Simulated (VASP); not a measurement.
# Mg (I4/mmm) in VASP: a series of runs

The runs below take Mg through single point, with PBEsol.

Program: VASP 6.6.1. These are calculated values, not measurements. Logs are shortened: lines on timing, memory, paths and dates and some standing lists are left out, and cuts for length are marked.

### 1 The cell of the first run

It takes space group I4/mmm (No. 139, tetragonal). The conventional cell has a = 3.389 Å, b = 3.389 Å, c = 3.260 Å, α = 90.00°, β = 90.00°, γ = 90.00°. Mg (site symmetry 4/mmm) has 14 Mg at 2.90 to 3.39 Å within 3.8 Å.

### 2 Single point, PBEsol

INCAR

```
SYSTEM = Mg
  PREC = Accurate
  ENCUT = 520
  EDIFF = 1E-7
  ISMEAR = 0
  SIGMA = 0.15
  LREAL = .FALSE.
  LASPH = .TRUE.
  NELM = 80
  ALGO = Normal
  ISIF = 2
  LWAVE = .FALSE.
  LCHARG = .TRUE.
  GGA = PS
  LELF = .TRUE.
  LVHAR = .TRUE.
  NBANDS = 7
```

KPOINTS

```
Automatic mesh
0
G
  18 18 18
  0 0 0
```

POSCAR

```
Mg
1.0
   -1.6944000000      1.6944000000      1.6301500000
    1.6944000000     -1.6944000000      1.6301500000
    1.6944000000      1.6944000000     -1.6301500000
Mg
1
Direct
    0.0000000000      0.0000000000      0.0000000000
```

Potentials or basis: VASP PAW PBE potentials, release 64 (Mg).

Run with:

```console
$ cat potpaw_PBE.64/Mg/POTCAR > POTCAR
$ mpirun -np 1 vasp_std > vasp.out
```

OUTCAR:

```text
SYSTEM = Mg
   PREC = Accurate
   ENCUT = 520
   EDIFF = 1E-7
   ISMEAR = 0
   LREAL = .FALSE.
   LASPH = .TRUE.
   NELM = 80
   ISIF = 2
   GGA = PS

 ion  position               nearest neighbor table
   1  0.000  0.000  0.000-

  LATTYP: Found a body centered tetragonal cell.
 ALAT       =     3.3888000000
 C/A-ratio  =     0.9620809726

  Lattice vectors:

 A1 = (  -1.6944000000,   1.6944000000,   1.6301500000)
 A2 = (   1.6944000000,  -1.6944000000,   1.6301500000)
 A3 = (   1.6944000000,   1.6944000000,  -1.6301500000)

Analysis of symmetry for initial positions (statically):
=====================================================================
 Subroutine PRICEL returns:
 Original cell was already a primitive cell.

 Routine SETGRP: Setting up the symmetry group for a
 body centered tetragonal supercell.

 Subroutine GETGRP returns: Found 16 space group operations
 (whereof 16 operations were pure point group operations)
 out of a pool of 16 trial point group operations.

The static configuration has the point symmetry D_4h.

Analysis of symmetry for dynamics (positions and initial velocities):
=====================================================================
 Subroutine PRICEL returns:
 Original cell was already a primitive cell.

 Routine SETGRP: Setting up the symmetry group for a
 body centered tetragonal supercell.

 Subroutine GETGRP returns: Found 16 space group operations
 (whereof 16 operations were pure point group operations)
 out of a pool of 16 trial point group operations.

The dynamic configuration has the point symmetry D_4h.

 Subroutine INISYM returns: Found 16 space group operations
 (whereof 16 operations are pure point group operations),
 and found     1 'primitive' translations

----------------------------------------------------------------------------------------

                                     Primitive cell

  volume of cell :      18.7206

  direct lattice vectors                    reciprocal lattice vectors
    -1.694400000  1.694400000  1.630150000     0.000000000  0.295089707  0.306720240
     1.694400000 -1.694400000  1.630150000     0.295089707  0.000000000  0.306720240
     1.694400000  1.694400000 -1.630150000     0.295089707  0.295089707  0.000000000

  length of vectors
     2.898166962  2.898166962  2.898166962     0.425623356  0.425623356  0.417319866

  position of ions in fractional coordinates (direct lattice)
     0.000000000  0.000000000  0.000000000

  ion indices of the primitive-cell ions
   primitive index   ion index
[... 75 lines left out ...]
   EDIFFG = 0.1E-05   stopping-criterion for IOM
   NSW    =      0    number of steps for IOM
   IBRION =     -1    ionic relax: 0-MD 1-quasi-New 2-CG
   NFREE  =      0    steps in history (QN), initial steepest desc. (CG)
   ISIF   =      2    stress and relaxation
   ISYM   =      2    0-nonsym 1-usesym 2-fastsym
   POTIM  = 0.5000    time-step for ionic-motion
   TEBEG  =    0.0;   TEEND  =   0.0 temperature during run
   PSTRESS=    0.0 pullay stress
   NELECT =       2.0000    total number of electrons
   NUPDOWN=      -1.0000    fix difference up-down
   EMIN   =  10.00;   EMAX   =-10.00  energy-range for DOS
   EFERMI =   0.00;   METHOD = LEGACY
   ISMEAR =     0;   SIGMA  =   0.15  broadening in eV -4-tet -1-fermi 0-gaus
   EFERMI_NEDOS =   21; number of points for ismear=-14 and -15
   IALGO  =     38    algorithm
   IMIX   =      4    mixing-type and parameters
     AMIX     =   0.40;   BMIX     =  1.00
     AMIX_MAG =   1.60;   BMIX_MAG =  1.00
  volume/ion in A,a.u.               =      18.72       126.33
  Fermi-wavevector in a.u.,A,eV,Ry     =   0.776804  1.467947  8.210097  0.603425
  Thomas-Fermi vector in A             =   1.879359
   LORBIT       =      0    0 simple, 1 ext, 2 COOP (PROOUT), +10 PAW based schemes
   GGA     = PS    functional components
   LHFCALC =     F    Hartree Fock is set to
   AEXX    =    0.0000 exact exchange contribution
   IVDW    =     0    specifies the selected vdW correction
   LEPSILON=     F    determine dielectric tensor
   LRPA    =     F    only Hartree local field effects (RPA)
 non-spin polarized calculation
 Gauss-broadening in eV      SIGMA  =   0.15
  energy-cutoff  :      520.00
  volume of cell :       18.72
 maximum number of plane-waves:       519
 NGX is ok and might be reduce to    24
   NGX = 11   NGY = 11   NGZ = 11

 number of electron       2.0000000 magnetization

 Free energy of the ion-electron system (eV)
  ---------------------------------------------------
  ext. energy  EPLUGINS =         0.00000000
  ---------------------------------------------------
  free energy    TOTEN  =        -1.60036444 eV

  energy without entropy =       -1.59632505  energy(sigma->0) =       -1.59834474

 E-fermi :   3.7693     XC(G=0):  -9.2023

 val. band max:        3.7635582417   @ k =  -0.4444   0.4444   0.0000
 cond. band min:       3.7748034328   @ k =  -0.3333  -0.3889   0.1111
 fundamental gap:      0.0112451911
 Fermi energy:         3.7692554732

 k-point     1 :       0.0000    0.0000    0.0000
  band No.  band energies     occupation
      1      -4.1080      2.00000
      2      17.6193      0.00000
      3      18.5130      0.00000
      4      18.5130      0.00000
      5      19.9644      0.00000
      6      20.9663      0.00000
      7      21.1740      0.00000
[... 221 lines left out ...]
 k-point    24 :      -0.2222    0.0556   -0.0000
  band No.  band energies     occupation
      1      -3.0297      2.00000
      2      12.3634      0.00000
      3      14.2256      0.00000
      4      16.3806      0.00000
      5      17.4979      0.00000
      6      19.6383      0.00000
      7      21.9283      0.00000

 [... further k-points ...]

------------------------ aborting loop because EDIFF is reached ----------------------------------------

  FORCE on cell =-STRESS in cart. coord.  units (eV):
  Direction    XX          YY          ZZ          XY          YZ          ZX
  --------------------------------------------------------------------------------------
  -------------------------------------------------------------------------------------
  Total        1.1176125      1.1176125      1.1578864      0.0000000     -0.0000000      0.0000000
  in kB       95.6494302     95.6494302     99.0962207      0.0000000     -0.0000000      0.0000000
  external PRESSURE =      96.7983604 kB  Pullay stress =       0.0000000 kB

 VOLUME and BASIS-vectors are now :
 -----------------------------------------------------------------------------
  energy-cutoff  :      520.00
  volume of cell :       18.72
      direct lattice vectors                 reciprocal lattice vectors
    -1.694400000  1.694400000  1.630150000     0.000000000  0.295089707  0.306720240
     1.694400000 -1.694400000  1.630150000     0.295089707  0.000000000  0.306720240
     1.694400000  1.694400000 -1.630150000     0.295089707  0.295089707  0.000000000

 POSITION                                       TOTAL-FORCE (eV/Angst)
 -----------------------------------------------------------------------------------
      0.00000      0.00000      0.00000         0.000000     -0.000000      0.000000
 -----------------------------------------------------------------------------------
    total drift:                                0.000000      0.000000      0.000000

  FREE ENERGIE OF THE ION-ELECTRON SYSTEM (eV)
  ---------------------------------------------------
  free  energy   TOTEN  =        -1.6003644361 eV

  energy  without entropy=       -1.5963250530  energy(sigma->0) =       -1.59834474
```

stdout:

```text
POSCAR found type information on POSCAR Mg
 POSCAR found :  1 types and       1 ions
 scaLAPACK will be used
 -----------------------------------------------------------------------------
|                                                                             |
|                                                                             |
|     You enforced a specific xc type in the INCAR file but a different       |
|     I HOPE YOU KNOW WHAT YOU ARE DOING!                                     |
|                                                                             |
 -----------------------------------------------------------------------------

 LDA part: xc-table for (Slater+PW92), standard interpolation
 POSCAR, INCAR and KPOINTS ok, starting setup
 FFT: planning ... GRIDC
 FFT: planning ... GRID_SOFT
 FFT: planning ... GRID
 WAVECAR not read
 entering main loop
```

It took 39 s on 1 thread of Intel Xeon Platinum 8259CL at 2.50GHz (Skylake/Cascade Lake), shared host; peak memory 0.19 GiB.

What came out:

- Free energy: -1.6004 eV
- Pressure: 9.7 GPa
- Band gap on the k mesh: zero (bands 1 and 2 overlap by 4.90 eV)

Stress tensor (GPa, compression positive):
```
9.56 0.00 0.00
0.00 9.56 0.00
0.00 0.00 9.91
```

Caveat: the cell stands under pressure; the PAW data sets were made with another functional, which shifts forces and pressure a little.

### 3 Single point, PBEsol

This run uses another cell than the first one, of 19.50 Å³/atom.

INCAR

```
SYSTEM = Mg
ALGO = Fast
EDIFF = 1E-7
ENCUT = 520
GGA = PS
ISIF = 2
ISMEAR = 0
LASPH = .TRUE.
LCHARG = .FALSE.
LREAL = .FALSE.
LWAVE = .FALSE.
NBANDS = 7
NELM = 100
PREC = Accurate
SIGMA = 0.15
```

KPOINTS

```
k-points
0
G
  18 18 18
  0 0 0
```

POSCAR

```
Mg
1.0
   -1.6944000000      1.6944000000      1.6980524727
    1.6944000000     -1.6944000000      1.6980524727
    1.6944000000      1.6944000000     -1.6980524727
Mg
1
Direct
    0.0000000000      0.0000000000      0.0000000000
```

Potentials or basis: VASP PAW PBE potentials, release 64 (Mg).

Run with:

```console
$ cat potpaw_PBE.64/Mg/POTCAR > POTCAR
$ mpirun -np 1 vasp_std > vasp.out
```

Wall time 39 s (1 thread of Intel Xeon Platinum 8259CL at 2.50GHz (Skylake/Cascade Lake), shared host); peak memory 0.19 GiB.

The run converged. Its results:

| Item | Value |
| --- | --- |
| Free energy | -1.6407 eV |
| Pressure | 6.9 GPa |
| Band gap on the k mesh | zero (bands 1 and 2 overlap by 4.92 eV) |

Levels at points of the mesh, in eV from the Fermi level:
| k point | band 1 | band 2 | band 3 | band 4 | band 5 |
| --- | --- | --- | --- | --- | --- |
| (0.00, 0.00, 0.00) | -7.69 | 14.10 | 14.10 | 14.15 | 16.30 |
| (0.50, 0.00, 0.00) | -1.75 | -0.91 | 9.22 | 10.67 | 11.32 |
| (0.50, 0.50, 0.00) | -1.74 | -0.89 | 9.18 | 10.63 | 11.28 |
| (0.50, 0.50, 0.50) | 4.01 | 4.03 | 4.32 | 4.38 | 4.38 |

Caveat: the cell stands under pressure; the PAW data sets were made with another functional, which shifts forces and pressure a little.

### 4 Single point, PBEsol

This run uses another cell than the first one, of 20.28 Å³/atom.

INCAR

```
SYSTEM = Mg
PREC     = Accurate       ! precision mode
ENCUT    = 520            ! plane-wave cutoff, eV
EDIFF    = 1E-6           ! SCF threshold, eV
ISMEAR   = 0              ! smearing method
SIGMA    = 0.15           ! smearing width, eV
LREAL    = .FALSE.        ! projectors in reciprocal space
LASPH    = .TRUE.         ! aspherical terms in the spheres
NELM     = 60             ! most SCF steps
ALGO     = Normal         ! electronic algorithm
ISIF     = 2              ! what is computed and relaxed
LWAVE    = .FALSE.        ! write WAVECAR
LCHARG   = .TRUE.         ! write CHGCAR
GGA      = PS             ! functional
LELF     = .TRUE.         ! ELF
LVHAR    = .TRUE.       
NBANDS   = 7              ! bands
```

KPOINTS

```
regular mesh
0
G
  18 18 18
  0 0 0
```

POSCAR

```
Mg
1.0
   -1.6944000000      1.6944000000      1.7659500000
    1.6944000000     -1.6944000000      1.7659500000
    1.6944000000      1.6944000000     -1.7659500000
Mg
1
Direct
    0.0000000000      0.0000000000      0.0000000000
```

Potentials or basis: VASP PAW PBE potentials, release 64 (Mg).

Run with:

```console
$ cat potpaw_PBE.64/Mg/POTCAR > POTCAR
$ mpirun -np 1 vasp_std > vasp.out
```

OUTCAR:

```text
SYSTEM = Mg
   PREC = Accurate
   ENCUT = 520
   EDIFF = 1E-6
   ISMEAR = 0
   LREAL = .FALSE.
   LASPH = .TRUE.
   NELM = 60
   ISIF = 2
   GGA = PS

 ion  position               nearest neighbor table
   1  0.000  0.000  0.000-

  LATTYP: Found a body centered tetragonal cell.
 ALAT       =     3.3888000000
 C/A-ratio  =     1.0422273371

  Lattice vectors:

 A1 = (  -1.6944000000,   1.6944000000,   1.7659500000)
 A2 = (   1.6944000000,  -1.6944000000,   1.7659500000)
 A3 = (   1.6944000000,   1.6944000000,  -1.7659500000)
[... 420 lines left out ...]

 [... further k-points ...]

------------------------ aborting loop because EDIFF is reached ----------------------------------------

  FORCE on cell =-STRESS in cart. coord.  units (eV):
  Direction    XX          YY          ZZ          XY          YZ          ZX
  --------------------------------------------------------------------------------------
  -------------------------------------------------------------------------------------
  Total        0.5714261      0.5714261      0.6049908      0.0000000      0.0000000      0.0000000
  in kB       45.1440313     45.1440313     47.7957298      0.0000000      0.0000000      0.0000000
  external PRESSURE =      46.0279308 kB  Pullay stress =       0.0000000 kB

 VOLUME and BASIS-vectors are now :
 -----------------------------------------------------------------------------
  energy-cutoff  :      520.00
  volume of cell :       20.28
      direct lattice vectors                 reciprocal lattice vectors
    -1.694400000  1.694400000  1.765950000     0.000000000  0.295089707  0.283133724
     1.694400000 -1.694400000  1.765950000     0.295089707  0.000000000  0.283133724
     1.694400000  1.694400000 -1.765950000     0.295089707  0.295089707  0.000000000

 POSITION                                       TOTAL-FORCE (eV/Angst)
 -----------------------------------------------------------------------------------
      0.00000      0.00000      0.00000         0.000000      0.000000      0.000000
 -----------------------------------------------------------------------------------
    total drift:                                0.000000     -0.000000     -0.000000

  FREE ENERGIE OF THE ION-ELECTRON SYSTEM (eV)
  ---------------------------------------------------
  free  energy   TOTEN  =        -1.6693788210 eV

  energy  without entropy=       -1.6657674729  energy(sigma->0) =       -1.66757315
```

OSZICAR:

```text
N       E                     dE             d eps       ncg     rms          rms(c)
DAV:   1    -0.961241443610E+00   -0.96124E+00   -0.78161E+02  7378   0.192E+02
DAV:   2    -0.167894284026E+01   -0.71770E+00   -0.68439E+00  8848   0.117E+01
DAV:   3    -0.168155782111E+01   -0.26150E-02   -0.26136E-02  8477   0.795E-01
DAV:   4    -0.168156261439E+01   -0.47933E-05   -0.47930E-05  9506   0.244E-02
DAV:   5    -0.168156262923E+01   -0.14843E-07   -0.14829E-07  8533   0.907E-04    0.674E-01
DAV:   6    -0.167490105100E+01    0.66616E-02   -0.22001E-04  7693   0.854E-02    0.428E-01
DAV:   7    -0.166937817146E+01    0.55229E-02   -0.97418E-04  7014   0.157E-01    0.214E-02
DAV:   8    -0.166937882097E+01   -0.64951E-06   -0.96998E-06 10157   0.178E-02
   1 F= -.16693788E+01 E0= -.16675731E+01  d E =-.361135E-02
```

stdout:

```text
POSCAR found type information on POSCAR Mg
 POSCAR found :  1 types and       1 ions
 scaLAPACK will be used
 -----------------------------------------------------------------------------
|                                                                             |
|                                                                             |
|     You enforced a specific xc type in the INCAR file but a different       |
|     I HOPE YOU KNOW WHAT YOU ARE DOING!                                     |
|                                                                             |
 -----------------------------------------------------------------------------

 LDA part: xc-table for (Slater+PW92), standard interpolation
 POSCAR, INCAR and KPOINTS ok, starting setup
 FFT: planning ... GRIDC
 FFT: planning ... GRID_SOFT
 FFT: planning ... GRID
 WAVECAR not read
 entering main loop
```

Wall time 31 s (1 thread of Intel Xeon Platinum 8259CL at 2.50GHz (Skylake/Cascade Lake), shared host); peak memory 0.19 GiB.

What came out:

- Free energy: -1.6694 eV
- Pressure: 4.6 GPa
- Band gap on the k mesh: zero (bands 1 and 2 overlap by 4.54 eV)

Levels at points of the mesh, in eV from the Fermi level:
| k point | band 1 | band 2 | band 3 | band 4 |
| --- | --- | --- | --- | --- |
| (0.00, 0.00, 0.00) | -7.51 | 13.57 | 13.57 | 14.44 |
| (0.50, 0.00, 0.00) | -1.75 | -1.00 | 9.33 | 10.58 |
| (0.50, 0.50, 0.00) | -1.54 | -0.70 | 8.56 | 9.83 |
| (0.50, 0.50, 0.50) | 3.54 | 3.75 | 4.25 | 4.58 |

Caveat: the cell stands under pressure; the PAW data sets were made with another functional, which shifts forces and pressure a little.

### 5 Overview

```csv
cell,gap on the mesh (eV),pressure (GPa)
"a = 2.898 Å, angles 108.4, 108.4, 111.5°, 1 atom",none,9.7
"a = 2.937 Å, angles 109.5, 109.5, 109.4°, 1 atom",none,6.9
"a = 2.977 Å, angles 110.6, 110.6, 107.2°, 1 atom",none,4.6
```

Alike in all rows: task single point; level PBEsol; potentials or basis VASP PAW PBE potentials, release 64 (Mg); no spin polarisation; k mesh 18 × 18 × 18; cutoff (eV) 520; smearing gaussian 0.15 eV.

Caveats: the cell stands under pressure; the PAW data sets were made with another functional, which shifts forces and pressure a little.

Total energies depend on the potentials used, so only differences within one code and one set of settings carry meaning.
